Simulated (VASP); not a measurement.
Write the native input for VASP 6.6.1 that does the following.

| Item | Value |
| --- | --- |
| Task | single point |
| Functional | PBE |
| Dispersion | D4 |
| Potentials or basis | VASP PAW PBE potentials, release 64 (Pt) |
| Cutoff | 520 eV |
| k mesh | 13 × 13 × 13 |
| Occupations | methfessel-paxton, width 0.1 eV |
| Spin | no spin polarisation |
| Dipole correction | no |
| Further INCAR settings | ALGO = Normal; EDIFF = 1e-06; NBANDS = 11 |

The structure of Pt lies in POSCAR:

```
Pt
1.0
    0.0000000000      1.9663233128      1.9663233128
    1.9663233128      0.0000000000      1.9663233128
    1.9663233128      1.9663233128      0.0000000000
Pt
1
Direct
    0.0000000000      0.0000000000      0.0000000000
```

One way to write it, as run:

INCAR

```
ALGO = Normal ; EDIFF = 1E-6
ENCUT = 520 ; GGA = PE
ISIF = 2 ; ISMEAR = 1
IVDW = 13 ; LASPH = True
LCHARG = True ; LELF = True
LREAL = False ; LVHAR = True
LWAVE = False ; NBANDS = 11
NELM = 100 ; PREC = Accurate
SIGMA = 0.1
```

KPOINTS

```
k-points
0
Gamma
  13 13 13
```

Potentials or basis: VASP PAW PBE potentials, release 64 (Pt).

The run is started by

```console
$ cat potpaw_PBE.64/Pt/POTCAR > POTCAR
$ mpirun -np 1 vasp_std > vasp.out
```

Results of the run:

| Property | Result |
| --- | --- |
| Pressure | -0.5 GPa |
| Band gap on the k mesh | zero (band 5 reaches 11.51 eV, above the bottom of band 6 at 9.38 eV) |
| Dispersion energy per atom | -0.767 eV |

Caveat: spin-orbit coupling is left out, which moves the levels of the heavy elements; pairwise dispersion overbinds metals, which lowers pressure and volume.

Run time: 15 s on 1 thread of Intel(R) Xeon(R) Platinum 8124M CPU @ 3.00GHz (Skylake/Cascade Lake), with other jobs on the host, peak memory 0.15 GiB.
